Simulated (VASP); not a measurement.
# Re (R-3m) in VASP: single point with r2SCAN

Aim: the single point of Re with r2SCAN.

All numbers are computed with VASP 6.6.1; they aren't measurements. Logs are shortened: lines on timing, memory, paths and dates and some standing lists are left out, and cuts for length are marked.

### Step 1. The cell of the first run

The structure is trigonal, space group R-3m (No. 166). Conventional cell: a = 6.576 Å, b = 6.576 Å, c = 19.631 Å, α = 90.00°, β = 90.00°, γ = 120.00°. Within 3.3 Å of Re (site symmetry m) lie 6 Re at 2.49 to 2.77 Å. Re (site symmetry m) has 7 Re at 2.52 to 2.77 Å within 3.3 Å.

### Step 2. Single point, r2SCAN

Input file POSCAR:

```
Re
1.0
    3.2879277506      1.8982859719      6.5435381185
   -3.2879277506      1.8982859719      6.5435381185
    0.0000000000     -3.7965719438      6.5435381185
Re
12
Direct
    0.0197898896      0.6405144467      0.0197898896
    0.0197898896      0.0197898896      0.6405144467
    0.6405144467      0.0197898896      0.0197898896
    0.9802101104      0.3594855533      0.9802101104
    0.3594855533      0.9802101104      0.9802101104
    0.9802101104      0.9802101104      0.3594855533
    0.2320645193      0.6158345008      0.2320645193
    0.2320645193      0.2320645193      0.6158345008
    0.6158345008      0.2320645193      0.2320645193
    0.7679354807      0.3841654992      0.7679354807
    0.3841654992      0.7679354807      0.7679354807
    0.7679354807      0.7679354807      0.3841654992
```

Input file INCAR.step1:

```
PREC = Accurate
ENCUT = 660
ISMEAR = 0
SIGMA = 0.1
LREAL = F
LASPH = T
NELM = 120
NBANDS = 54
GGA = PE
ALGO = Normal
EDIFF = 1E-5
LWAVE = T
LCHARG = F
GGA_COMPAT = F
KPAR = 4
```

Input file INCAR.step2:

```
PREC = Accurate
ENCUT = 660
EDIFF = 1E-6
ISMEAR = 0
SIGMA = 0.1
LREAL = F
LASPH = T
NELM = 120
ALGO = Normal
ISIF = 2
LWAVE = F
LCHARG = T
METAGGA = R2SCAN
LMIXTAU = T
LVHAR = T
NBANDS = 54
ISTART = 1
GGA_COMPAT = F
KPAR = 4
```

Input file KPOINTS:

```
regular mesh
0
Gamma
  9 9 9
```

Potentials or basis: VASP PAW PBE potentials, release 64 (Re).

On the command line:

```console
$ cat potpaw_PBE.64/Re/POTCAR > POTCAR
$ cp INCAR.step1 INCAR
$ mpirun -np 4 vasp_std > vasp.out
$ cp INCAR.step2 INCAR
$ mpirun -np 4 vasp_std > vasp.out
```

OUTCAR:

```text
PREC = Accurate
   ENCUT = 660
   EDIFF = 1E-6
   ISMEAR = 0
   LREAL = F
   LASPH = T
   NELM = 120
   ISIF = 2
   METAGGA = R2SCAN
   ISTART = 1

 ion  position               nearest neighbor table
   1  0.020  0.641  0.020-   3 2.49   2 2.49   4 2.53  12 2.58  11 2.58   7 2.77
   2  0.020  0.020  0.641-   1 2.49   3 2.49   6 2.53  10 2.58  11 2.58   8 2.77
   3  0.641  0.020  0.020-   1 2.49   2 2.49   5 2.53  12 2.58  10 2.58   9 2.77
   4  0.980  0.359  0.980-   5 2.49   6 2.49   1 2.53   8 2.58   9 2.58  10 2.77
   5  0.359  0.980  0.980-   4 2.49   6 2.49   3 2.53   8 2.58   7 2.58  11 2.77
   6  0.980  0.980  0.359-   4 2.49   5 2.49   2 2.53   7 2.58   9 2.58  12 2.77
   7  0.232  0.616  0.232-   9 2.52   8 2.52  12 2.56  11 2.56   6 2.58   5 2.58   1 2.77
   8  0.232  0.232  0.616-   7 2.52   9 2.52  10 2.56  11 2.56   4 2.58   5 2.58   2 2.77
   9  0.616  0.232  0.232-   7 2.52   8 2.52  12 2.56  10 2.56   6 2.58   4 2.58   3 2.77
  10  0.768  0.384  0.768-  11 2.52  12 2.52   8 2.56   9 2.56   2 2.58   3 2.58   4 2.77
  11  0.384  0.768  0.768-  10 2.52  12 2.52   8 2.56   7 2.56   2 2.58   1 2.58   5 2.77
  12  0.768  0.768  0.384-  10 2.52  11 2.52   7 2.56   9 2.56   1 2.58   3 2.58   6 2.77

  LATTYP: Found a trigonal (rhomboedric) cell.
 ALAT       =     7.5651734701
 COS(alpha) =     0.6222219284

  Lattice vectors:

 A1 = (   3.2879277506,   1.8982859719,   6.5435381185)
 A2 = (  -3.2879277506,   1.8982859719,   6.5435381185)
 A3 = (   0.0000000000,  -3.7965719438,   6.5435381185)

Analysis of symmetry for initial positions (statically):
=====================================================================
 Subroutine PRICEL returns:
 Original cell was already a primitive cell.

 Routine SETGRP: Setting up the symmetry group for a
 trigonal (rhombohedral) supercell.

 Subroutine GETGRP returns: Found 12 space group operations
 (whereof 12 operations were pure point group operations)
 out of a pool of 12 trial point group operations.

The static configuration has the point symmetry D_3d.

Analysis of symmetry for dynamics (positions and initial velocities):
=====================================================================
 Subroutine PRICEL returns:
 Original cell was already a primitive cell.

 Routine SETGRP: Setting up the symmetry group for a
 trigonal (rhombohedral) supercell.

 Subroutine GETGRP returns: Found 12 space group operations
 (whereof 12 operations were pure point group operations)
 out of a pool of 12 trial point group operations.

The dynamic configuration has the point symmetry D_3d.

 Subroutine INISYM returns: Found 12 space group operations
 (whereof 12 operations are pure point group operations),
 and found     1 'primitive' translations

----------------------------------------------------------------------------------------

                                     Primitive cell

  volume of cell :     245.0461

  direct lattice vectors                    reciprocal lattice vectors
     3.287927751  1.898285972  6.543538118     0.152071468  0.087798503  0.050940841
    -3.287927751  1.898285972  6.543538118    -0.152071468  0.087798503  0.050940841
     0.000000000 -3.796571944  6.543538118     0.000000000 -0.175597006  0.050940841

  length of vectors
     7.565173470  7.565173470  7.565173470     0.182836752  0.182836752  0.182836752

  position of ions in fractional coordinates (direct lattice)
     0.019789890  0.640514447  0.019789890
     0.019789890  0.019789890  0.640514447
     0.640514447  0.019789890  0.019789890
     0.980210110  0.359485553  0.980210110
     0.359485553  0.980210110  0.980210110
     0.980210110  0.980210110  0.359485553
     0.232064519  0.615834501  0.232064519
     0.232064519  0.232064519  0.615834501
     0.615834501  0.232064519  0.232064519
     0.767935481  0.384165499  0.767935481
     0.384165499  0.767935481  0.767935481
     0.767935481  0.767935481  0.384165499

  ion indices of the primitive-cell ions
   primitive index   ion index
                 1           1
                 2           2
                 3           3
                 4           4
                 5           5
                 6           6
                 7           7
                 8           8
                 9           9
                10          10
                11          11
                12          12

----------------------------------------------------------------------------------------

 KPOINTS: regular mesh

Automatic generation of k-mesh.
 Grid dimensions read from file:
 generate k-points for:    9    9    9

 Generating k-lattice:

  Cartesian coordinates                     Fractional coordinates (reciprocal lattice)
     0.016896830  0.009755389  0.005660093     0.111111111  0.000000000  0.000000000
    -0.016896830  0.009755389  0.005660093     0.000000000  0.111111111  0.000000000
     0.000000000 -0.019510778  0.005660093     0.000000000  0.000000000  0.111111111

  Length of vectors
     0.020315195  0.020315195  0.020315195

  Shift w.r.t. Gamma in fractional coordinates (k-lattice)
     0.000000000  0.000000000  0.000000000

 Subroutine IBZKPT returns following result:
 ===========================================

 Found     85 irreducible k-points:

 Following reciprocal coordinates:
            Coordinates               Weight
  0.000000  0.000000  0.000000      1.000000
  0.111111  0.000000 -0.000000      6.000000
  0.222222 -0.000000  0.000000      6.000000
  0.333333 -0.000000  0.000000      6.000000
  0.444444 -0.000000  0.000000      6.000000
  0.111111  0.111111  0.000000      6.000000
[... 16 lines left out ...]
 -0.333333  0.333333  0.000000      6.000000
  0.444444  0.444444  0.000000      6.000000
 [... further k-points ...]
   k-points           NKPTS =     85   k-points in BZ     NKDIM =     85   number of bands    NBANDS=     54
   number of dos      NEDOS =    301   number of ions     NIONS =     12
   total plane-waves  NPLWV = 262144
   dimension x,y,z NGX =    64 NGY =   64 NGZ =   64
   dimension x,y,z NGXF=   128 NGYF=  128 NGZF=  128
   ions per type =              12
   NGX,Y,Z   is equivalent  to a cutoff of  14.06, 14.06, 14.06 a.u.
   NGXF,Y,Z  is equivalent  to a cutoff of  28.13, 28.13, 28.13 a.u.
 SYSTEM =  unknown system
   PREC   = accura    normal or accurate (medium, high low for compatibility)
   ISTART =      1    job   : 0-new  1-cont  2-samecut
   ICHARG =      0    charge: 1-file 2-atom 10-const
   ISPIN  =      1    spin polarized calculation?
   LNONCOLLINEAR =      F non collinear calculations
   LSORBIT =      F    spin-orbit coupling
   LASPH  =      T    aspherical Exc in radial PAW
   ENCUT  =  660.0 eV  48.51 Ry    6.96 a.u.  15.85 15.85 15.85*2*pi/ulx,y,z
   NELM   =    120;   NELMIN=  2; NELMDL=  0     # of ELM steps
   EDIFF  = 0.1E-05   stopping-criterion for ELM
   LREAL  =      F    real-space projection
   EDIFFG = 0.1E-04   stopping-criterion for IOM
   NSW    =      0    number of steps for IOM
   IBRION =     -1    ionic relax: 0-MD 1-quasi-New 2-CG
   NFREE  =      0    steps in history (QN), initial steepest desc. (CG)
   ISIF   =      2    stress and relaxation
   ISYM   =      2    0-nonsym 1-usesym 2-fastsym
   POTIM  = 0.5000    time-step for ionic-motion
   TEBEG  =    0.0;   TEEND  =   0.0 temperature during run
   PSTRESS=    0.0 pullay stress
   NELECT =      84.0000    total number of electrons
   NUPDOWN=      -1.0000    fix difference up-down
   EMIN   =  10.00;   EMAX   =-10.00  energy-range for DOS
   EFERMI =   0.00;   METHOD = LEGACY
   ISMEAR =     0;   SIGMA  =   0.10  broadening in eV -4-tet -1-fermi 0-gaus
   EFERMI_NEDOS =   21; number of points for ismear=-14 and -15
   IALGO  =     38    algorithm
   IMIX   =      4    mixing-type and parameters
     AMIX     =   0.40;   BMIX     =  1.00
     AMIX_MAG =   1.60;   BMIX_MAG =  1.00
  volume/ion in A,a.u.               =      20.42       137.80
  Fermi-wavevector in a.u.,A,eV,Ry     =   1.145738  2.165131 17.860581  1.312716
  Thomas-Fermi vector in A             =   2.282425
   LORBIT       =      0    0 simple, 1 ext, 2 COOP (PROOUT), +10 PAW based schemes
   METAGGA = R2SCAN    functional components
   LHFCALC =     F    Hartree Fock is set to
   AEXX    =    0.0000 exact exchange contribution
   IVDW    =     0    specifies the selected vdW correction
   LEPSILON=     F    determine dielectric tensor
   LRPA    =     F    only Hartree local field effects (RPA)
 non-spin polarized calculation
 Gauss-broadening in eV      SIGMA  =   0.10
  energy-cutoff  :      660.00
  volume of cell :      245.05
 maximum number of plane-waves:      9469
   NGX = 31   NGY = 31   NGZ = 31

 number of electron      84.0000002 magnetization

 Free energy of the ion-electron system (eV)
  ---------------------------------------------------
  ext. energy  EPLUGINS =         0.00000000
  ---------------------------------------------------
  free energy    TOTEN  =      -614.87555454 eV

  energy without entropy =     -614.81037442  energy(sigma->0) =     -614.84296448

 E-fermi :   4.4560     XC(G=0): -12.3026

 val. band max:        4.4539241917   @ k =   0.1111   0.1111   0.0000
 cond. band min:       4.4567344584   @ k =  -0.3333   0.2222   0.1111
 fundamental gap:      0.0028102667
 Fermi energy:         4.4559809693

 k-point     1 :       0.0000    0.0000    0.0000
  band No.  band energies     occupation
      1      -4.2236      2.00000
      2      -1.8656      2.00000
      3      -1.2048      2.00000
      4      -0.7647      2.00000
      5      -0.7647      2.00000
      6      -0.7481      2.00000
[... 46 lines left out ...]
     53       6.4228      0.00000
     54       6.4281      0.00000

 k-point     2 :       0.1111    0.0000   -0.0000
  band No.  band energies     occupation
      1      -4.1372      2.00000
      2      -1.8021      2.00000
      3      -1.2065      2.00000
      4      -0.8904      2.00000
      5      -0.8156      2.00000
      6      -0.7740      2.00000
[... 46 lines left out ...]
     53       6.3046      0.00000
     54       6.3422      0.00000

 k-point     3 :       0.2222   -0.0000    0.0000
  band No.  band energies     occupation
      1      -3.8835      2.00000
      2      -1.6221      2.00000
      3      -1.2856      2.00000
      4      -1.1153      2.00000
      5      -0.8287      2.00000
      6      -0.7950      2.00000
[... 46 lines left out ...]
     53       6.3107      0.00000
     54       6.3981      0.00000
[... 1084 lines left out ...]
 k-point    23 :      -0.3333    0.3333    0.0000
  band No.  band energies     occupation
      1      -2.4691      2.00000
      2      -1.9880      2.00000
      3      -1.8997      2.00000
      4      -1.2017      2.00000
      5      -0.7157      2.00000
      6      -0.6251      2.00000
[... 46 lines left out ...]
     53       6.5411      0.00000
     54       6.7739      0.00000

 k-point    24 :       0.4444    0.4444    0.0000
  band No.  band energies     occupation
      1      -2.7749      2.00000
      2      -2.1231      2.00000
      3      -1.4976      2.00000
      4      -1.0362      2.00000
      5      -0.9193      2.00000
      6      -0.8935      2.00000
[... 46 lines left out ...]
     53       6.4512      0.00000
     54       6.8299      0.00000

 [... further k-points ...]
[... 5 lines left out ...]
  --------------------------------------------------------------------------------------
  -------------------------------------------------------------------------------------
  Total       -1.2184603     -1.2184603     -0.3343534      0.0000000     -0.0000000      0.0000000
  in kB       -7.9666214     -7.9666214     -2.1860928      0.0000000     -0.0000000      0.0000000
  external PRESSURE =      -6.0397785 kB  Pullay stress =       0.0000000 kB

 VOLUME and BASIS-vectors are now :
 -----------------------------------------------------------------------------
  energy-cutoff  :      660.00
  volume of cell :      245.05
      direct lattice vectors                 reciprocal lattice vectors
     3.287927751  1.898285972  6.543538118     0.152071468  0.087798503  0.050940841
    -3.287927751  1.898285972  6.543538118    -0.152071468  0.087798503  0.050940841
     0.000000000 -3.796571944  6.543538118     0.000000000 -0.175597006  0.050940841

 POSITION                                       TOTAL-FORCE (eV/Angst)
 -----------------------------------------------------------------------------------
     -2.04090      1.17831      4.45022        -0.109045      0.062957     -0.059075
      0.00000     -2.35663      4.45022         0.000000     -0.125915     -0.059075
      2.04090      1.17831      4.45022         0.109045      0.062957     -0.059075
      2.04090     -1.17831     15.18039         0.109045     -0.062957      0.059075
     -2.04090     -1.17831     15.18039        -0.109045     -0.062957      0.059075
      0.00000      2.35663     15.18039         0.000000      0.125915      0.059075
     -1.26181      0.72851      7.06678         0.022573     -0.013033      0.015180
      0.00000     -1.45701      7.06678         0.000000      0.026065      0.015180
      1.26181      0.72851      7.06678        -0.022573     -0.013033      0.015180
      1.26181     -0.72851     12.56383        -0.022573      0.013033     -0.015180
     -1.26181     -0.72851     12.56383         0.022573      0.013033     -0.015180
      0.00000      1.45701     12.56383         0.000000     -0.026065     -0.015180
 -----------------------------------------------------------------------------------
    total drift:                                0.000000     -0.000000      0.000000

  FREE ENERGIE OF THE ION-ELECTRON SYSTEM (eV)
  ---------------------------------------------------
  free  energy   TOTEN  =      -614.8755545396 eV

  energy  without entropy=     -614.8103744225  energy(sigma->0) =     -614.84296448
```

Wall time 39 min (4 MPI ranks of AMD EPYC 9R45 (Zen 5), shared host); peak memory 1.4 GiB.

Results:

* Free energy: -614.8756 eV
* Pressure: -0.6 GPa
* Largest force: 0.139 eV/Å
* Band gap on the k mesh: zero (bands 42 and 43 overlap by 0.33 eV)

Forces in eV/Å, atoms in the order of the input:
```
Re  -0.109  0.063 -0.059
Re   0.000 -0.126 -0.059
Re   0.109  0.063 -0.059
Re   0.109 -0.063  0.059
Re  -0.109 -0.063  0.059
Re   0.000  0.126  0.059
Re   0.023 -0.013  0.015
Re   0.000  0.026  0.015
Re  -0.023 -0.013  0.015
Re  -0.023  0.013 -0.015
Re   0.023  0.013 -0.015
Re   0.000 -0.026 -0.015
```

Stress tensor (GPa, compression positive):
```
-0.80  0.00  0.00
 0.00 -0.80  0.00
 0.00  0.00 -0.22
```

Levels at points of the mesh, in eV from the Fermi level:
```csv
k point,band 39,band 40,band 41,band 42,band 43,band 44,band 45,band 46
"(0.00, 0.00, 0.00)",-0.34,-0.34,0.05,0.05,0.13,0.13,0.44,1.01
```

Caveat: the PAW data sets were made with another functional, which shifts forces and pressure a little; spin-orbit coupling is left out, which moves the levels of the heavy elements.
